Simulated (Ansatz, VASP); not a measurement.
## NbAs in VASP and in Ansatz

The input INCAR:

```
PREC = Accurate ; ENCUT = 520
EDIFF = 1E-7 ; ISMEAR = -1
SIGMA = 0.05 ; LREAL = False
LASPH = True ; NELM = 80
ALGO = Normal ; ISIF = 2
LWAVE = False ; LCHARG = False
GGA = CA ; NBANDS = 26
```

Contents of KPOINTS:

```
regular mesh
0
Gamma
  11 11 11
```

The input POSCAR:

```
NbAs
1.0
   -1.6906186857      1.6906186857      5.7207828749
    1.6906186857     -1.6906186857      5.7207828749
    1.6906186857      1.6906186857     -5.7207828749
Nb As
2 2
Direct
    0.5000000000      0.0000000000      0.5000000000
    0.7500000000      0.7500000000      0.0000000000
    0.9160000000      0.4160000000      0.5000000000
    0.1660000000      0.1660000000      0.0000000000
```

File input.yaml:

```yaml
crystal:
  lattice:
    - [-1.6906186857, 1.6906186857, 5.7207828749]
    - [1.6906186857, -1.6906186857, 5.7207828749]
    - [1.6906186857, 1.6906186857, -5.7207828749]
  atoms:
    - { symbol: Nb, position: [0.5, 0.0, 0.5] }
    - { symbol: Nb, position: [0.75, 0.75, 0.0] }
    - { symbol: As, position: [0.916, 0.416, 0.5] }
    - { symbol: As, position: [0.166, 0.166, 0.0] }
kpoints:
  mp_grid: { grid: [11, 11, 11] }
scf:
  occupations: { method: fermi_dirac, width: 0.05 }
hamiltonian:
  xc: lda
  pseudopotentials: { kind: all_electron, lapw: { basis_error: 0.002 } }
output:
  forces: true
  stress: true
  eigenvalues: true
```

Change from the starting cell: volume scaled by 0.94.

Alike in both runs: task single point; functional LDA; k mesh 11 × 11 × 11; occupations fermi-dirac, width 0.05 eV; no spin polarisation.

```csv
,VASP,Ansatz
version,VASP 6.6.1,Ansatz 0.2.0
potentials or method,"VASP PAW LDA potentials, release 64 (Nb_sv, As), cutoff 520 eV","all-electron LAPW, scalar-relativistic"
```

Ansatz gave:

| Item | Value |
| --- | --- |
| gap on the k mesh at the Fermi level (eV) | 0.03 |
| least direct gap on the mesh (eV) | 0.08 |
| pressure (GPa) | 6.0 |
| traceless stress, the component that is largest in VASP (GPa) | 0.18 |
| rms of the force components (eV/Å) | 0.206 |

**Question.** What did VASP give for the same quantities?

**Answer.** gap on the k mesh at the Fermi level (eV): 0.02; least direct gap on the mesh (eV): 0.08; pressure (GPa): 6.5; traceless stress, the component that is largest in VASP (GPa): 0.10; rms of the force components (eV/Å): 0.209.

LDA's correlation is that of Perdew and Zunger in VASP and of Perdew and Wang (1992) in Ansatz. Atom by atom the forces differ by 0.003 eV/Å (rms over components). Ansatz ran all-electron here, and VASP with PAW potentials.
